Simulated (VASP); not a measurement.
Set up this calculation in VASP 6.6.1, as the native input.

```yaml
Task: electric field gradients
Functional: PBE
Potentials_or_basis: VASP PAW PBE potentials, release 64 (Zr_sv, B)
Cutoff: 420 eV
k_mesh: 12 × 12 × 9
Occupations: fermi-dirac, width 0.05 eV
Spin: no spin polarisation
Dipole_correction: no
Further_INCAR_settings: ALGO = Normal; EDIFF = 1e-08; NBANDS = 16
```

The structure of ZrB2 lies in POSCAR:

```
ZrB2
1.0
    3.1016998290      0.0000000000      0.0000000000
   -1.5508499145      2.6861508469      0.0000000000
    0.0000000000      0.0000000000      3.5200000000
Zr B
1 2
Direct
    0.0000000000      0.0000000000      0.0000000000
    0.3333333333      0.6666666667      0.5000000000
    0.6666666667      0.3333333333      0.5000000000
```

This cell differs from its parent crystal: equal xx and yy strain of -2 %.

The input as run:

INCAR

```
  ALGO = Normal
  EDIFF = 1E-8
  ENCUT = 420
  GGA = PE
  GGA_COMPAT = F
  ISIF = 2
  ISMEAR = -1
  LASPH = T
  LCHARG = F
  LEFG = T
  LREAL = F
  LWAVE = F
  NBANDS = 16
  NELM = 120
  PREC = Accurate
  SIGMA = 0.05
```

KPOINTS

```
k-points
0
Gamma
  12 12 9
```

Potentials or basis: VASP PAW PBE potentials, release 64 (Zr_sv, B).

Run with:

```sh
$ cat potpaw_PBE.64/Zr_sv/POTCAR potpaw_PBE.64/B/POTCAR > POTCAR
$ mpirun -np 1 vasp_std > vasp.out
```

It gave:

The pressure is 13.8 GPa. The band gap on the k mesh is zero (band 9 reaches 11.78 eV, above the bottom of band 10 at 10.42 eV).

Caveat: the cell differs from its parent crystal (equal xx and yy strain of -2 %); without QUAD_EFG the Cq values of the log hold for a quadrupole moment of 1 mb, not for the nuclei.

Run time: 23 s on 1 thread of Intel(R) Xeon(R) 6975P-C (Granite Rapids) (shared host), peak memory 0.15 GiB.
